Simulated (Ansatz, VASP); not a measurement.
**Sb: VASP beside Ansatz**

```
Sb
1.0
     0.00000    4.75778    4.75778
     4.75778    0.00000    4.75778
     4.75778    4.75778    0.00000
Sb
4
Direct
  0.85659 0.43022 0.85659
  0.85659 0.85659 0.85659
  0.43022 0.85659 0.85659
  0.85659 0.85659 0.43022
```

Alike in both runs: task relaxation of cell and atoms; functional PBE; k mesh 6 × 6 × 6; occupations gaussian, width 0.02 eV; no spin polarisation.

|  | VASP | Ansatz |
| --- | --- | --- |
| version | VASP 6.6.1 | Ansatz 0.2.0 |
| potentials or method | VASP PAW PBE potentials, release 64 (Sb), cutoff 600 eV | scalar-relativistic, plane waves, PAW |
| valence electrons in the cell | 20 | 60 |

Ansatz gave:

* gap on the k mesh at the Fermi level, each at its own relaxed structure (eV): 1.51
* relaxed volume (Å³/atom): 53.85
* relaxed length of the cell vector where the two differ most in proportion (Å): 6.729

Q: Estimate VASP's values.

A: gap on the k mesh at the Fermi level, each at its own relaxed structure (eV): 1.50; relaxed volume (Å³/atom): 53.94; relaxed length of the cell vector where the two differ most in proportion (Å): 6.732.

VASP's potentials hold 20 valence electrons a cell and Ansatz's 60, so a difference there can come from the potentials and not from the codes.

Neither program's run includes spin-orbit coupling.
